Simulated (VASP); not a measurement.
Input of a VASP 6.6.1 run:

The input INCAR:

```
SYSTEM = Pt
PREC = Accurate
ENCUT = 520
EDIFF = 1E-7
ISMEAR = 0
SIGMA = 0.1
LREAL = .False.
LASPH = .True.
NELM = 80
ALGO = Normal
ISIF = 2
LWAVE = .False.
LCHARG = .False.
GGA = PS
NBANDS = 11
```

The input KPOINTS:

```
regular mesh
0
Gamma
  18 18 18
  0 0 0
```

File POSCAR:

```
Pt
1.0
    0.0000000000      1.9589709029      1.9589709029
    1.9589709029      0.0000000000      1.9589709029
    1.9589709029      1.9589709029      0.0000000000
Pt
1
Direct
    0.0000000000      0.0000000000      0.0000000000
```

Potentials or basis: VASP PAW PBE potentials, release 64 (Pt).

Launch:

```sh
$ cat potpaw_PBE.64/Pt/POTCAR > POTCAR
$ mpirun -np 1 vasp_std > vasp.out
```

Q: Estimate the band gap on the k mesh.

A: Zero (band 5 reaches 11.65 eV, above the bottom of band 6 at 9.41 eV).

Q: Predict the pressure.

A: -0.4 GPa.

Caveat: the PAW data sets were made with another functional, which shifts forces and pressure a little; spin-orbit coupling is left out, which moves the levels of the heavy elements.
